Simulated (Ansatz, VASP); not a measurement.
**As in VASP and in Ansatz**

```
CELL_PARAMETERS angstrom
4.87955 0.00000 0.00000
-2.43977 4.22581 0.00000
0.00000 0.00000 2.84199
ATOMIC_POSITIONS crystal
As 0.00000 0.00000 0.00000
As 0.33333 0.66667 0.50000
As 0.66667 0.33333 0.50000
```

Alike in both runs: task single point; functional BLYP; k mesh 8 × 8 × 12; occupations fermi-dirac, width 0.1 eV; no spin polarisation.

```csv
,VASP,Ansatz
version,VASP 6.6.1,Ansatz 0.2.0
potentials or method,"VASP PAW PBE potentials, release 64 (As), cutoff 520 eV","plane waves (420 eV) with PAW, scalar-relativistic"
valence electrons in the cell,15,45
```

```csv
,VASP,Ansatz,Ansatz less VASP
pressure (GPa),6.5,6.2,-0.33
"traceless stress, the component that is largest in VASP (GPa)",-0.37,-0.37,+0.002
```

VASP's potentials were made for PBE, not for BLYP. With one functional, cell and mesh, what is left measures potentials, basis and numerics. VASP's potentials hold 15 valence electrons a cell and Ansatz's 45, so a difference there can come from the potentials and not from the codes.
